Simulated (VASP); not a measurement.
# Re (Pm) in VASP: single point with PBEsol

Aim: the single point of Re with PBEsol.

All numbers are computed with VASP 6.6.1; they aren't measurements. Logs are shortened: lines on timing, memory, paths and dates and some standing lists are left out, and cuts for length are marked.

**1. The cell of the first run**

The structure is monoclinic, space group Pm (No. 6). Conventional cell: a = 2.846 Å, b = 8.816 Å, c = 2.901 Å, α = 90.00°, β = 118.56°, γ = 90.00°. Re (site symmetry 1) has 12 Re at 2.54 to 2.94 Å within 3.4 Å. Re (site symmetry m) has 12 Re at 2.71 to 2.94 Å within 3.6 Å. Within 3.4 Å of Re (site symmetry m) lie 12 Re at 2.54 to 2.94 Å.

**2. Single point, PBEsol (strained and its atoms moved)**

Input file INCAR:

```
SYSTEM = Re
ALGO = Fast ; EDIFF = 1E-6
ENCUT = 520 ; GGA = PS
ISIF = 2 ; ISMEAR = 0
LASPH = .True. ; LCHARG = .False.
LREAL = .False. ; LWAVE = .False.
NBANDS = 22 ; NELM = 80
PREC = Accurate ; SIGMA = 0.1
```

Input file KPOINTS:

```
k-points
0
Gamma
  14 14 4
  0 0 0
```

Input file POSCAR:

```
Re
1.0
    2.8458657037     -0.0202776196      0.0000000000
   -1.4404937855      2.5586543394      0.0000000000
    0.0000000000      0.0000000000      8.8159360390
Re
4
Direct
   -0.0239365901      0.0293268418     -0.0022211921
    0.3519719202      0.6739023521      0.2500000000
   -0.0239365901      0.0293268418      0.5022211921
    0.6959012601      0.2674439642      0.7500000000
```

Potentials or basis: VASP PAW PBE potentials, release 64 (Re).

Run with:

```sh
$ cat potpaw_PBE.64/Re/POTCAR > POTCAR
$ mpirun -np 1 vasp_std > vasp.out
```

OUTCAR:

```text
SYSTEM = Re
   EDIFF = 1E-6
   ENCUT = 520
   GGA = PS
   ISIF = 2
   ISMEAR = 0
   LASPH = .True.
   LREAL = .False.
   NELM = 80
   PREC = Accurate

 ion  position               nearest neighbor table
   1  0.976  0.029  0.998-   4 2.54   2 2.71   2 2.77   4 2.83   2 2.88   4 2.94
   2  0.352  0.674  0.250-   1 2.71   3 2.71   1 2.77   3 2.77   1 2.88   3 2.88
   3  0.976  0.029  0.502-   4 2.54   2 2.71   2 2.77   4 2.83   2 2.88   4 2.94
   4  0.696  0.267  0.750-   1 2.54   3 2.54   1 2.83   3 2.83   1 2.94   3 2.94

  LATTYP: Found a simple monoclinic cell.
 ALAT       =     2.8459379447
 B/A-ratio  =     3.0977260257
 C/A-ratio  =     1.0195065931
 COS(beta)  =    -0.4781226069

  Lattice vectors:

 A1 = (   2.8458657037,  -0.0202776196,   0.0000000000)
 A2 = (   0.0000000000,   0.0000000000,   8.8159360390)
 A3 = (  -1.4053719182,  -2.5383767198,   0.0000000000)

Analysis of symmetry for initial positions (statically):
=====================================================================
 Subroutine PRICEL returns:
 Original cell was already a primitive cell.

 Routine SETGRP: Setting up the symmetry group for a
 simple monoclinic supercell.

 Subroutine GETGRP returns: Found  2 space group operations
 (whereof  1 operations were pure point group operations)
 out of a pool of  4 trial point group operations.

The static configuration has the point symmetry C_1 .
 The point group associated with its full space group is C_1h.

Analysis of symmetry for dynamics (positions and initial velocities):
=====================================================================
 Subroutine PRICEL returns:
 Original cell was already a primitive cell.

 Routine SETGRP: Setting up the symmetry group for a
 simple monoclinic supercell.

 Subroutine GETGRP returns: Found  2 space group operations
 (whereof  1 operations were pure point group operations)
 out of a pool of  4 trial point group operations.

The dynamic configuration has the point symmetry C_1 .
 The point group associated with its full space group is C_1h.

 Subroutine INISYM returns: Found  2 space group operations
 (whereof  1 operations are pure point group operations),
 and found     1 'primitive' translations

----------------------------------------------------------------------------------------

                                     Primitive cell

  volume of cell :      63.9365

  direct lattice vectors                    reciprocal lattice vectors
     2.845865704 -0.020277620  0.000000000     0.352802177  0.198623681  0.000000000
    -1.440493785  2.558654339  0.000000000     0.002795996  0.392404554  0.000000000
     0.000000000  0.000000000  8.815936039     0.000000000  0.000000000  0.113430950

  length of vectors
     2.845937945  2.936279001  8.815936039     0.404871267  0.392414515  0.113430950

  position of ions in fractional coordinates (direct lattice)
     0.976063410  0.029326842  0.997778808
     0.351971920  0.673902352  0.250000000
     0.976063410  0.029326842  0.502221192
     0.695901260  0.267443964  0.750000000

  ion indices of the primitive-cell ions
   primitive index   ion index
                 1           1
                 2           2
                 3           3
                 4           4

----------------------------------------------------------------------------------------

 KPOINTS: k-points

Automatic generation of k-mesh.
 Grid dimensions read from file:
 generate k-points for:   14   14    4

 Generating k-lattice:

  Cartesian coordinates                     Fractional coordinates (reciprocal lattice)
     0.025200155  0.014187406  0.000000000     0.071428571  0.000000000  0.000000000
     0.000199714  0.028028897  0.000000000     0.000000000  0.071428571  0.000000000
     0.000000000  0.000000000  0.028357737     0.000000000  0.000000000  0.250000000

  Length of vectors
     0.028919376  0.028029608  0.028357737

  Shift w.r.t. Gamma in fractional coordinates (k-lattice)
     0.000000000  0.000000000  0.000000000

 Subroutine IBZKPT returns following result:
 ===========================================

 Found    300 irreducible k-points:

 Following reciprocal coordinates:
            Coordinates               Weight
  0.000000  0.000000  0.000000      1.000000
  0.071429  0.000000  0.000000      2.000000
  0.142857 -0.000000  0.000000      2.000000
  0.214286  0.000000  0.000000      2.000000
  0.285714  0.000000  0.000000      2.000000
  0.357143  0.000000  0.000000      2.000000
[... 16 lines left out ...]
 -0.000000  0.142857  0.000000      2.000000
  0.071429  0.142857  0.000000      2.000000
 [... further k-points ...]
   k-points           NKPTS =    300   k-points in BZ     NKDIM =    300   number of bands    NBANDS=     22
   number of dos      NEDOS =    301   number of ions     NIONS =      4
   total plane-waves  NPLWV =  40320
   dimension x,y,z NGX =    24 NGY =   24 NGZ =   70
   dimension x,y,z NGXF=    48 NGYF=   48 NGZF=  140
   ions per type =               4
   NGX,Y,Z   is equivalent  to a cutoff of  14.02, 13.59, 13.20 a.u.
   NGXF,Y,Z  is equivalent  to a cutoff of  28.04, 27.18, 26.40 a.u.
 SYSTEM =  Re
   PREC   = accura    normal or accurate (medium, high low for compatibility)
   ISTART =      0    job   : 0-new  1-cont  2-samecut
   ICHARG =      2    charge: 1-file 2-atom 10-const
   ISPIN  =      1    spin polarized calculation?
   LNONCOLLINEAR =      F non collinear calculations
   LSORBIT =      F    spin-orbit coupling
   LASPH  =      T    aspherical Exc in radial PAW
   ENCUT  =  520.0 eV  38.22 Ry    6.18 a.u.   5.29  5.46 16.39*2*pi/ulx,y,z
   NELM   =     80;   NELMIN=  2; NELMDL= -5     # of ELM steps
   EDIFF  = 0.1E-05   stopping-criterion for ELM
   LREAL  =      F    real-space projection
   EDIFFG = 0.1E-04   stopping-criterion for IOM
   NSW    =      0    number of steps for IOM
   IBRION =     -1    ionic relax: 0-MD 1-quasi-New 2-CG
   NFREE  =      0    steps in history (QN), initial steepest desc. (CG)
   ISIF   =      2    stress and relaxation
   ISYM   =      2    0-nonsym 1-usesym 2-fastsym
   POTIM  = 0.5000    time-step for ionic-motion
   TEBEG  =    0.0;   TEEND  =   0.0 temperature during run
   PSTRESS=    0.0 pullay stress
   NELECT =      28.0000    total number of electrons
   NUPDOWN=      -1.0000    fix difference up-down
   EMIN   =  10.00;   EMAX   =-10.00  energy-range for DOS
   EFERMI =   0.00;   METHOD = LEGACY
   ISMEAR =     0;   SIGMA  =   0.10  broadening in eV -4-tet -1-fermi 0-gaus
   EFERMI_NEDOS =   21; number of points for ismear=-14 and -15
   IALGO  =     68    algorithm
   IMIX   =      4    mixing-type and parameters
     AMIX     =   0.40;   BMIX     =  1.00
     AMIX_MAG =   1.60;   BMIX_MAG =  1.00
  volume/ion in A,a.u.               =      15.98       107.87
  Fermi-wavevector in a.u.,A,eV,Ry     =   1.243210  2.349327 21.028779  1.545572
  Thomas-Fermi vector in A             =   2.377531
   LORBIT       =      0    0 simple, 1 ext, 2 COOP (PROOUT), +10 PAW based schemes
   GGA     = PS    functional components
   LHFCALC =     F    Hartree Fock is set to
   AEXX    =    0.0000 exact exchange contribution
   IVDW    =     0    specifies the selected vdW correction
   LEPSILON=     F    determine dielectric tensor
   LRPA    =     F    only Hartree local field effects (RPA)
 non-spin polarized calculation
 RMM-DIIS sequential band-by-band and
 Gauss-broadening in eV      SIGMA  =   0.10
  energy-cutoff  :      520.00
  volume of cell :       63.94
 maximum number of plane-waves:      1751
 NGX is ok and might be reduce to    24
   NGX = 11   NGY = 11   NGZ = 33

 number of electron      28.0000000 magnetization

 Free energy of the ion-electron system (eV)
  ---------------------------------------------------
  ext. energy  EPLUGINS =         0.00000000
  ---------------------------------------------------
  free energy    TOTEN  =       -52.42520218 eV

  energy without entropy =      -52.40498001  energy(sigma->0) =      -52.41509109

 E-fermi :   6.9109     XC(G=0): -13.3533

 val. band max:        6.9090773267   @ k =   0.2857   0.5000   0.0000
 cond. band min:       6.9114902008   @ k =   0.1429  -0.0000   0.0000
 fundamental gap:      0.0024128741
 Fermi energy:         6.9108795969

 k-point     1 :       0.0000    0.0000    0.0000
  band No.  band energies     occupation
      1      -2.5787      2.00000
      2      -0.2047      2.00000
      3      -0.1550      2.00000
      4       0.8426      2.00000
      5       4.3773      2.00000
      6       4.6034      2.00000
[... 14 lines left out ...]
     21       8.9073      0.00000
     22       9.1595      0.00000

 k-point     2 :       0.0714    0.0000    0.0000
  band No.  band energies     occupation
      1      -2.3906      2.00000
      2      -0.0351      2.00000
      3       0.0136      2.00000
      4       1.0149      2.00000
      5       4.1996      2.00000
      6       4.5212      2.00000
[... 14 lines left out ...]
     21       8.7999      0.00000
     22       9.3290      0.00000

 k-point     3 :       0.1429   -0.0000    0.0000
  band No.  band energies     occupation
      1      -1.8487      2.00000
      2       0.4224      2.00000
      3       0.4682      2.00000
      4       1.4840      2.00000
      5       3.7884      2.00000
      6       4.1799      2.00000
[... 14 lines left out ...]
     21       9.0189      0.00000
     22       9.6310      0.00000
[... 476 lines left out ...]
 k-point    23 :      -0.0000    0.1429    0.0000
  band No.  band energies     occupation
      1      -1.9047      2.00000
      2       0.3690      2.00000
      3       0.4108      2.00000
      4       1.3907      2.00000
      5       3.7280      2.00000
      6       4.1289      2.00000
[... 14 lines left out ...]
     21       9.0713      0.00000
     22       9.5070      0.00000

 k-point    24 :       0.0714    0.1429    0.0000
  band No.  band energies     occupation
      1      -1.4110      2.00000
      2       0.7437      2.00000
      3       0.7753      2.00000
      4       1.7727      2.00000
      5       3.4863      2.00000
      6       3.8383      2.00000
[... 14 lines left out ...]
     21       9.3463      0.00000
     22       9.7532      0.00000

 [... further k-points ...]
[... 5 lines left out ...]
  --------------------------------------------------------------------------------------
  -------------------------------------------------------------------------------------
  Total      -10.0259707    -14.6527351     -5.6093186      0.2989155      0.0000000      0.0000000
  in kB     -251.2396742   -367.1812419   -140.5632834      7.4904909      0.0000000      0.0000000
  external PRESSURE =    -252.9947331 kB  Pullay stress =       0.0000000 kB

 VOLUME and BASIS-vectors are now :
 -----------------------------------------------------------------------------
  energy-cutoff  :      520.00
  volume of cell :       63.94
      direct lattice vectors                 reciprocal lattice vectors
     2.845865704 -0.020277620  0.000000000     0.352802177  0.198623681  0.000000000
    -1.440493785  2.558654339  0.000000000     0.002795996  0.392404554  0.000000000
     0.000000000  0.000000000  8.815936039     0.000000000  0.000000000  0.113430950

 POSITION                                       TOTAL-FORCE (eV/Angst)
 -----------------------------------------------------------------------------------
      2.73550      0.05525      8.79635         0.745711     -0.461023      0.620073
      0.03091      1.71715      2.20398        -0.393408      0.013111      0.000000
      2.73550      0.05525      4.42755         0.745711     -0.461023     -0.620073
      1.59519      0.67019      6.61195        -1.098015      0.908935      0.000000
 -----------------------------------------------------------------------------------
    total drift:                                0.000026     -0.000000      0.000000

  FREE ENERGIE OF THE ION-ELECTRON SYSTEM (eV)
  ---------------------------------------------------
  free  energy   TOTEN  =       -52.4252021816 eV

  energy  without entropy=      -52.4049800053  energy(sigma->0) =      -52.41509109
```

Wall time 4.6 min (1 thread of Intel Xeon 6975P-C (Granite Rapids), shared host); peak memory 0.44 GiB.

Results:

```yaml
Free_energy: -52.4252 eV
Pressure: -25.3 GPa
Largest_force: 1.425 eV/Å
Band_gap_on_the_k_mesh: zero (bands 14 and 15 overlap by 2.33 eV)
```

Forces in eV/Å, atoms in the order of the input:
```
Re   0.746 -0.461  0.620
Re  -0.393  0.013  0.000
Re   0.746 -0.461 -0.620
Re  -1.098  0.909  0.000
```

Caveat: the cell differs from its parent crystal (strained and its atoms moved); the stress differs along the axes, from -37 to -14 GPa; the PAW data sets were made with another functional, which shifts forces and pressure a little; spin-orbit coupling is left out, which moves the levels of the heavy elements.
